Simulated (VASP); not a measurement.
Wanted: the native input for a VASP 6.6.1 run.

| Property | Result |
| --- | --- |
| Task | single point |
| Functional | PBEsol |
| Potentials or basis | VASP PAW PBE potentials, release 64 (N) |
| Cutoff | 600 eV |
| k mesh | 8 × 8 × 7 |
| Occupations | fermi-dirac, width 0.1 eV |
| Spin | no spin polarisation |
| Dipole correction | no |
| Further INCAR settings | ALGO = Normal; EDIFF = 1e-06; NBANDS = 12 |

The structure of N lies in POSCAR:

```
N
1.0
    2.4767627997      0.0000000000      0.0000000000
   -1.2383813998      2.1449390238      0.0000000000
    0.0000000000      0.0000000000      2.4045363284
N
2
Direct
    0.6666666667      0.3333333333      0.2500000000
    0.3333333333      0.6666666667      0.7500000000
```

One way to write it, as run:

INCAR

```
SYSTEM = N
ALGO     = Normal         ! electronic algorithm
EDIFF    = 1E-6           ! SCF threshold, eV
ENCUT    = 600            ! plane-wave cutoff, eV
GGA      = PS             ! functional
GGA_COMPAT= .FALSE.      
ISIF     = 2              ! what is computed and relaxed
ISMEAR   = -1             ! smearing method
LASPH    = .TRUE.         ! aspherical terms in the spheres
LCHARG   = .TRUE.         ! write CHGCAR
LELF     = .TRUE.         ! ELF
LREAL    = .FALSE.        ! projectors in reciprocal space
LVHAR    = .TRUE.       
LWAVE    = .FALSE.        ! write WAVECAR
NBANDS   = 12             ! bands
NELM     = 120            ! most SCF steps
PREC     = Accurate       ! precision mode
SIGMA    = 0.1            ! smearing width, eV
```

KPOINTS

```
k-points
0
G
  8 8 7
  0 0 0
```

Potentials or basis: VASP PAW PBE potentials, release 64 (N).

Run with:

```console
$ cat potpaw_PBE.64/N/POTCAR > POTCAR
$ mpirun -np 1 vasp_std > vasp.out
```

It gave:

The pressure is 10.6 GPa and the band gap on the k mesh is zero (bands 5 and 6 overlap by 3.67 eV).

Caveat: the k points lie up to 0.37 Å⁻¹ apart, too coarse for converged energies and pressures of a metal; the PAW data sets were made with another functional, which shifts forces and pressure a little.

Wall time 4.2 s on 1 thread of Intel(R) Xeon(R) Platinum 8375C CPU @ 2.90GHz (Ice Lake), with other jobs on the host, peak memory 0.1 GiB.
